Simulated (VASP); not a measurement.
# B3As4 (P-6m2) in VASP: a series of runs

The runs below take B3As4 through single point, relaxation of cell and atoms, with PBE.

Program: VASP 6.6.1. These are calculated values, not measurements. Logs are shortened: lines on timing, memory, paths and dates and some standing lists are left out, and cuts for length are marked.

**1. The cell of the first run**

The structure is hexagonal, space group P-6m2 (No. 187). The conventional cell has a = 6.175 Å, b = 6.175 Å, c = 4.692 Å, α = 90.00°, β = 90.00°, γ = 120.00°. Within 2.1 Å of B (site symmetry 3m) lie 2 B at 1.54 to 1.61 Å. B (site symmetry -6m2) has 2 B at 1.54 Å within 2.1 Å. Within 2.9 Å of As (site symmetry mm2) lie 2 B at 2.16 Å and 2 As at 2.71 Å. Within 4.7 Å of As (site symmetry -6m2) lie 9 B at 3.56 to 3.88 Å and 14 As at 3.88 to 4.69 Å.

**2. Single point, PBE**

Input file INCAR:

```
PREC = Accurate
ENCUT = 520
EDIFF = 1E-6
ISMEAR = 0
SIGMA = 0.2
LREAL = F
LASPH = T
NELM = 80
ALGO = Normal
ISIF = 2
LWAVE = F
LCHARG = F
GGA = PE
NBANDS = 24
```

Input file KPOINTS:

```
Automatic mesh
0
Gamma
  4 4 4
```

Input file POSCAR:

```
B3As4
1.0
    6.1746704300      0.0000000000      0.0000000000
   -3.0873352150      5.3474214523      0.0000000000
    0.0000000000      0.0000000000      4.6917099735
B As
3 4
Direct
    0.6666666667      0.3333333333      0.6717777687
    0.6666666667      0.3333333333      0.3282222313
    0.6666666667      0.3333333333      0.0000000000
    0.8537262704      0.1462737296      0.5000000000
    0.8537262704      0.7074525409      0.5000000000
    0.2925474591      0.1462737296      0.5000000000
    0.3333333333      0.6666666667      0.0000000000
```

Potentials or basis: VASP PAW PBE potentials, release 64 (B, As).

Command:

```bash
$ cat potpaw_PBE.64/B/POTCAR potpaw_PBE.64/As/POTCAR > POTCAR
$ mpirun -np 1 vasp_std > vasp.out
```

OUTCAR:

```text
PREC = Accurate
   ENCUT = 520
   EDIFF = 1E-6
   ISMEAR = 0
   LREAL = F
   LASPH = T
   NELM = 80
   ISIF = 2
   GGA = PE

 ion  position               nearest neighbor table
   1  0.667  0.333  0.672-   3 1.54   2 1.61   4 2.16   5 2.16   6 2.16
   2  0.667  0.333  0.328-   3 1.54   1 1.61   4 2.16   5 2.16   6 2.16
   3  0.667  0.333  0.000-   1 1.54   2 1.54
   4  0.854  0.146  0.500-   1 2.16   2 2.16   5 2.71   6 2.71
   5  0.854  0.707  0.500-   1 2.16   2 2.16   4 2.71   6 2.71
   6  0.293  0.146  0.500-   1 2.16   2 2.16   5 2.71   4 2.71
   7  0.333  0.667  0.000-

  LATTYP: Found a hexagonal cell.
 ALAT       =     6.1746704300
 C/A-ratio  =     0.7598316423

  Lattice vectors:

 A1 = (   6.1746704300,   0.0000000000,   0.0000000000)
 A2 = (  -3.0873352150,   5.3474214523,   0.0000000000)
 A3 = (   0.0000000000,   0.0000000000,   4.6917099735)

Analysis of symmetry for initial positions (statically):
=====================================================================
 Subroutine PRICEL returns:
 Original cell was already a primitive cell.

 Routine SETGRP: Setting up the symmetry group for a
 hexagonal supercell.

 Subroutine GETGRP returns: Found 12 space group operations
 (whereof 12 operations were pure point group operations)
 out of a pool of 24 trial point group operations.

The static configuration has the point symmetry D_3h.

Analysis of symmetry for dynamics (positions and initial velocities):
=====================================================================
 Subroutine PRICEL returns:
 Original cell was already a primitive cell.

 Routine SETGRP: Setting up the symmetry group for a
 hexagonal supercell.

 Subroutine GETGRP returns: Found 12 space group operations
 (whereof 12 operations were pure point group operations)
 out of a pool of 24 trial point group operations.

The dynamic configuration has the point symmetry D_3h.

 Subroutine INISYM returns: Found 12 space group operations
 (whereof 12 operations are pure point group operations),
 and found     1 'primitive' translations

----------------------------------------------------------------------------------------

                                     Primitive cell

  volume of cell :     154.9135

  direct lattice vectors                    reciprocal lattice vectors
     6.174670430  0.000000000  0.000000000     0.161951963  0.093503010  0.000000000
    -3.087335215  5.347421452  0.000000000     0.000000000  0.187006019  0.000000000
     0.000000000  0.000000000  4.691709974     0.000000000  0.000000000  0.213141905

  length of vectors
     6.174670430  6.174670430  4.691709974     0.187006019  0.187006019  0.213141905

  position of ions in fractional coordinates (direct lattice)
     0.666666667  0.333333333  0.671777769
     0.666666667  0.333333333  0.328222231
     0.666666667  0.333333333  0.000000000
     0.853726270  0.146273730  0.500000000
     0.853726270  0.707452541  0.500000000
     0.292547459  0.146273730  0.500000000
     0.333333333  0.666666667  0.000000000

  ion indices of the primitive-cell ions
   primitive index   ion index
                 1           1
                 2           2
                 3           3
                 4           4
                 5           5
                 6           6
                 7           7

----------------------------------------------------------------------------------------

 KPOINTS: Automatic mesh

Automatic generation of k-mesh.
 Grid dimensions read from file:
 generate k-points for:    4    4    4

 Generating k-lattice:

  Cartesian coordinates                     Fractional coordinates (reciprocal lattice)
     0.040487991  0.023375752  0.000000000     0.250000000 -0.000000000  0.000000000
     0.000000000  0.046751505  0.000000000     0.000000000  0.250000000  0.000000000
     0.000000000  0.000000000  0.053285476     0.000000000  0.000000000  0.250000000

  Length of vectors
     0.046751505  0.046751505  0.053285476

  Shift w.r.t. Gamma in fractional coordinates (k-lattice)
     0.000000000  0.000000000  0.000000000

 Subroutine IBZKPT returns following result:
 ===========================================

 Found     12 irreducible k-points:

 Following reciprocal coordinates:
            Coordinates               Weight
  0.000000  0.000000  0.000000      1.000000
  0.250000  0.000000  0.000000      6.000000
  0.500000  0.000000  0.000000      3.000000
  0.250000  0.250000  0.000000      6.000000
  0.000000  0.000000  0.250000      2.000000
  0.250000  0.000000  0.250000     12.000000
  0.500000  0.000000  0.250000      6.000000
  0.250000  0.250000  0.250000     12.000000
  0.000000  0.000000  0.500000      1.000000
  0.250000  0.000000  0.500000      6.000000
  0.500000  0.000000  0.500000      3.000000
  0.250000  0.250000  0.500000      6.000000
   k-points           NKPTS =     12   k-points in BZ     NKDIM =     12   number of bands    NBANDS=     24
   number of dos      NEDOS =    301   number of ions     NIONS =      7
   total plane-waves  NPLWV =  82944
   dimension x,y,z NGX =    48 NGY =   48 NGZ =   36
   dimension x,y,z NGXF=    96 NGYF=   96 NGZF=   72
   ions per type =               3   4
   NGX,Y,Z   is equivalent  to a cutoff of  12.92, 12.92, 12.76 a.u.
   NGXF,Y,Z  is equivalent  to a cutoff of  25.85, 25.85, 25.51 a.u.
 SYSTEM =  unknown system
   PREC   = accura    normal or accurate (medium, high low for compatibility)
   ISTART =      0    job   : 0-new  1-cont  2-samecut
   ICHARG =      2    charge: 1-file 2-atom 10-const
   ISPIN  =      1    spin polarized calculation?
   LNONCOLLINEAR =      F non collinear calculations
   LSORBIT =      F    spin-orbit coupling
   LASPH  =      T    aspherical Exc in radial PAW
   ENCUT  =  520.0 eV  38.22 Ry    6.18 a.u.  11.48 11.48  8.72*2*pi/ulx,y,z
   NELM   =     80;   NELMIN=  2; NELMDL= -5     # of ELM steps
   EDIFF  = 0.1E-05   stopping-criterion for ELM
   LREAL  =      F    real-space projection
   EDIFFG = 0.1E-04   stopping-criterion for IOM
   NSW    =      0    number of steps for IOM
   IBRION =     -1    ionic relax: 0-MD 1-quasi-New 2-CG
   NFREE  =      0    steps in history (QN), initial steepest desc. (CG)
   ISIF   =      2    stress and relaxation
   ISYM   =      2    0-nonsym 1-usesym 2-fastsym
   POTIM  = 0.5000    time-step for ionic-motion
   TEBEG  =    0.0;   TEEND  =   0.0 temperature during run
   PSTRESS=    0.0 pullay stress
   NELECT =      29.0000    total number of electrons
   NUPDOWN=      -1.0000    fix difference up-down
   EMIN   =  10.00;   EMAX   =-10.00  energy-range for DOS
   EFERMI =   0.00;   METHOD = LEGACY
   ISMEAR =     0;   SIGMA  =   0.20  broadening in eV -4-tet -1-fermi 0-gaus
   EFERMI_NEDOS =   21; number of points for ismear=-14 and -15
   IALGO  =     38    algorithm
   IMIX   =      4    mixing-type and parameters
     AMIX     =   0.40;   BMIX     =  1.00
     AMIX_MAG =   1.60;   BMIX_MAG =  1.00
  volume/ion in A,a.u.               =      22.13       149.34
  Fermi-wavevector in a.u.,A,eV,Ry     =   0.936507  1.769742 11.932928  0.877045
  Thomas-Fermi vector in A             =   2.063523
   LORBIT       =      0    0 simple, 1 ext, 2 COOP (PROOUT), +10 PAW based schemes
   GGA     = PE    functional components
   LHFCALC =     F    Hartree Fock is set to
   AEXX    =    0.0000 exact exchange contribution
   IVDW    =     0    specifies the selected vdW correction
   LEPSILON=     F    determine dielectric tensor
   LRPA    =     F    only Hartree local field effects (RPA)
 non-spin polarized calculation
 Gauss-broadening in eV      SIGMA  =   0.20
  energy-cutoff  :      520.00
  volume of cell :      154.91
 maximum number of plane-waves:      4205
 NGX is ok and might be reduce to    48
   NGX = 23   NGY = 23   NGZ = 17

 number of electron      28.9999996 magnetization

 Free energy of the ion-electron system (eV)
  ---------------------------------------------------
  ext. energy  EPLUGINS =         0.00000000
  ---------------------------------------------------
  free energy    TOTEN  =       -31.48276519 eV

  energy without entropy =      -31.42586504  energy(sigma->0) =      -31.45431511

 E-fermi :   2.2269     XC(G=0):  -8.6592

 val. band max:        2.2180666362   @ k =   0.2500   0.2500   0.2500
 cond. band min:       2.3691878313   @ k =   0.2500   0.0000   0.5000
 fundamental gap:      0.1511211951
 Fermi energy:         2.2269393084

 k-point     1 :       0.0000    0.0000    0.0000
  band No.  band energies     occupation
      1     -11.9118      2.00000
      2      -8.1951      2.00000
      3      -8.1951      2.00000
      4      -7.5132      2.00000
      5      -7.2545      2.00000
      6      -4.9810      2.00000
[... 16 lines left out ...]
     23       6.8618      0.00000
     24       6.8618      0.00000

 k-point     2 :       0.2500    0.0000    0.0000
  band No.  band energies     occupation
      1     -11.7379      2.00000
      2      -9.2853      2.00000
      3      -8.2426      2.00000
      4      -7.4276      2.00000
      5      -6.0647      2.00000
      6      -4.9661      2.00000
[... 16 lines left out ...]
     23       7.2039      0.00000
     24       7.3520      0.00000

 k-point     3 :       0.5000    0.0000    0.0000
  band No.  band energies     occupation
      1     -11.4863      2.00000
      2      -9.9591      2.00000
      3      -8.2881      2.00000
      4      -7.4589      2.00000
      5      -5.3654      2.00000
      6      -4.6337      2.00000
[... 16 lines left out ...]
     23       7.5151      0.00000
     24       7.6431      0.00000
[... 190 lines left out ...]
 k-point    11 :       0.5000    0.0000    0.5000
  band No.  band energies     occupation
      1     -11.2935      2.00000
      2      -9.8323      2.00000
      3      -8.1520      2.00000
      4      -7.4425      2.00000
      5      -6.9099      2.00000
      6      -4.7229      2.00000
[... 16 lines left out ...]
     23       8.6652      0.00000
     24       8.8583      0.00000

 k-point    12 :       0.2500    0.2500    0.5000
  band No.  band energies     occupation
      1     -11.2955      2.00000
      2      -9.8187      2.00000
      3      -8.1858      2.00000
      4      -7.4445      2.00000
      5      -6.9065      2.00000
      6      -4.5534      2.00000
[... 16 lines left out ...]
     23       8.2818      0.00000
     24       8.8585      0.00000

------------------------ aborting loop because EDIFF is reached ----------------------------------------

  FORCE on cell =-STRESS in cart. coord.  units (eV):
  Direction    XX          YY          ZZ          XY          YZ          ZX
  --------------------------------------------------------------------------------------
  -------------------------------------------------------------------------------------
  Total        0.5930907      0.5930907      0.2321382      0.0000000     -0.0000000      0.0000000
  in kB        6.1339799      6.1339799      2.4008651      0.0000000     -0.0000000      0.0000000
  external PRESSURE =       4.8896083 kB  Pullay stress =       0.0000000 kB

 VOLUME and BASIS-vectors are now :
 -----------------------------------------------------------------------------
  energy-cutoff  :      520.00
  volume of cell :      154.91
      direct lattice vectors                 reciprocal lattice vectors
     6.174670430  0.000000000  0.000000000     0.161951963  0.093503010  0.000000000
    -3.087335215  5.347421452  0.000000000     0.000000000  0.187006019  0.000000000
     0.000000000  0.000000000  4.691709974     0.000000000  0.000000000  0.213141905

 POSITION                                       TOTAL-FORCE (eV/Angst)
 -----------------------------------------------------------------------------------
      3.08734      1.78247      3.15179        -0.000000      0.000000      0.037556
      3.08734      1.78247      1.53992        -0.000000      0.000000     -0.037556
      3.08734      1.78247      0.00000        -0.000000      0.000000     -0.000000
      4.81988      0.78219      2.34585         0.034897     -0.020148      0.000000
      3.08734      3.78305      2.34585        -0.000000      0.040295      0.000000
      1.35479      0.78219      2.34585        -0.034897     -0.020148      0.000000
     -0.00000      3.56495      0.00000        -0.000000      0.000000     -0.000000
 -----------------------------------------------------------------------------------
    total drift:                                0.000000     -0.000000     -0.000000

  FREE ENERGIE OF THE ION-ELECTRON SYSTEM (eV)
  ---------------------------------------------------
  free  energy   TOTEN  =       -31.4827651881 eV

  energy  without entropy=      -31.4258650368  energy(sigma->0) =      -31.45431511
```

Run time: 65 s. Hardware: 1 thread of Intel Xeon 6975P-C, shared host; peak memory 0.27 GiB.

What came out:

```yaml
Free_energy: -31.4828 eV
Pressure: 0.5 GPa
Largest_force: 0.040 eV/Å
```

Forces on the atoms (eV/Å):
```
B    0.000  0.000  0.038
B    0.000  0.000 -0.038
B    0.000  0.000  0.000
As   0.035 -0.020  0.000
As   0.000  0.040  0.000
As  -0.035 -0.020  0.000
As   0.000  0.000  0.000
```

Stress tensor (GPa, compression positive):
```
0.61 0.00 0.00
0.00 0.61 0.00
0.00 0.00 0.24
```

Levels at points of the mesh, in eV from the Fermi level:
```csv
k point,band 11,band 12,band 13,band 14,band 15,band 16,band 17,band 18
"(0.00, 0.00, 0.00)",-1.14,-1.14,-0.30,-0.30,0.52,0.52,0.68,1.18
"(0.50, 0.00, 0.00)",-1.97,-1.72,-1.22,-0.47,-0.14,0.57,1.00,1.08
"(0.00, 0.00, 0.50)",-3.09,-1.79,-1.19,-0.70,-0.70,1.16,1.16,1.89
"(0.50, 0.00, 0.50)",-2.83,-2.48,-1.00,-0.81,0.16,0.43,0.68,1.06
```

**3. Relaxation of cell and atoms, PBE**

This run uses another cell than the first one, of 17.11 Å³/atom, 0.773 times its volume.

Input file INCAR:

```
PREC = Accurate
ENCUT = 600
EDIFF = 1E-6
ISMEAR = 0
SIGMA = 0.2
LREAL = False
LASPH = True
NELM = 100
ALGO = Normal
ISIF = 3
LWAVE = False
LCHARG = False
GGA = PE
IBRION = 2
NSW = 36
EDIFFG = -0.08
```

Input file KPOINTS:

```
regular mesh
0
Gamma
  4 4 4
```

Input file POSCAR:

```
B3As4
1.0
    5.5474791400      0.0000000000      0.0000000000
   -2.7737395700      4.8042578600      0.0000000000
    0.0000000000      0.0000000000      4.4934887600
B As
3 4
Direct
    0.6666666700      0.3333333300      0.6877602400
    0.6666666700      0.3333333300      0.3122397600
    0.6666666700      0.3333333300      0.0000000000
    0.8677418100      0.1322581900      0.5000000000
    0.8677418100      0.7354836100      0.5000000000
    0.2645163900      0.1322581900      0.5000000000
    0.3333333300      0.6666666700      0.0000000000
```

Potentials or basis: VASP PAW PBE potentials, release 64 (B, As).

Command:

```bash
$ cat potpaw_PBE.64/B/POTCAR potpaw_PBE.64/As/POTCAR > POTCAR
$ mpirun -np 1 vasp_std > vasp.out
```

Wall time 6.4 min (1 thread of Intel Xeon 6975P-C, shared host); peak memory 0.29 GiB.

It converged, with:

| Item | Value |
| --- | --- |
| Free energy | -31.4833 eV |
| Relaxed volume | 22.29 Å³/atom |
| Relaxed cell | a = 6.198 Å, b = 6.198 Å, c = 4.690 Å, α = 90.00°, β = 90.00°, γ = 120.00° |
| Space group after relaxing (to 0.05 Å) | P-6m2 (No. 187) |
| Energy gained by relaxing | 453.2 meV/atom |
| Ionic steps | 10 |
| Pressure after relaxing | 0.2 GPa |
| Largest force after relaxing | 0.017 eV/Å |

Forces on the atoms (eV/Å):
```
B    0.000  0.000  0.017
B    0.000  0.000 -0.017
B    0.000  0.000  0.000
As   0.007 -0.004  0.000
As   0.000  0.008  0.000
As  -0.007 -0.004  0.000
As   0.000  0.000  0.000
```

The path:
| step | energy change (eV) | largest force (eV/Å) | pressure (GPa) | volume (Å³) |
| --- | --- | --- | --- | --- |
| 1 | 0.0000 | 5.6681 | 24.72 | 119.76 |
| 2 | 1.3325 | 19.6535 | 4.32 | 171.58 |
| 3 | -2.3209 | 5.3124 | 7.91 | 138.74 |
| 4 | -2.5629 | 3.4340 | -4.29 | 174.73 |
| 5 | -3.0949 | 0.3365 | -0.38 | 156.30 |
| 6 | -3.0952 | 0.2548 | -0.26 | 155.94 |
| 7 | -3.1604 | 0.3679 | 0.02 | 155.87 |
| 8 | -3.1701 | 0.3706 | 0.23 | 155.80 |
| 9 | -3.1644 | 0.7608 | 0.03 | 156.42 |
| 10 | -3.1723 | 0.0167 | 0.15 | 156.02 |

Final structure:
```
B As
1.0
     6.19751    0.00000    0.00000
    -3.09875    5.36720    0.00000
     0.00000    0.00000    4.69044
B As
3 4
Direct
  0.66667 0.33333 0.67168
  0.66667 0.33333 0.32832
  0.66667 0.33333 0.00000
  0.85365 0.14635 0.50000
  0.85365 0.70729 0.50000
  0.29271 0.14635 0.50000
  0.33333 0.66667 0.00000
```

Levels at points of the mesh, in eV from the Fermi level:
```tsv
k point	band 11	band 12	band 13	band 14	band 15	band 16	band 17	band 18
(0.00, 0.00, 0.00)	-1.11	-1.11	-0.31	-0.31	0.53	0.53	0.68	1.16
(0.50, 0.00, 0.00)	-1.96	-1.71	-1.19	-0.47	-0.13	0.58	1.00	1.08
(0.00, 0.00, 0.50)	-3.06	-1.77	-1.18	-0.69	-0.69	1.12	1.12	1.84
(0.50, 0.00, 0.50)	-2.81	-2.46	-0.99	-0.80	0.16	0.42	0.68	1.06
```

Caveat: the volume moved by over 15 % at a fixed basis, so the end points are rough; the relaxation stopped at a loose force limit of 0.08 eV/Å, so its end isn't a converged minimum.
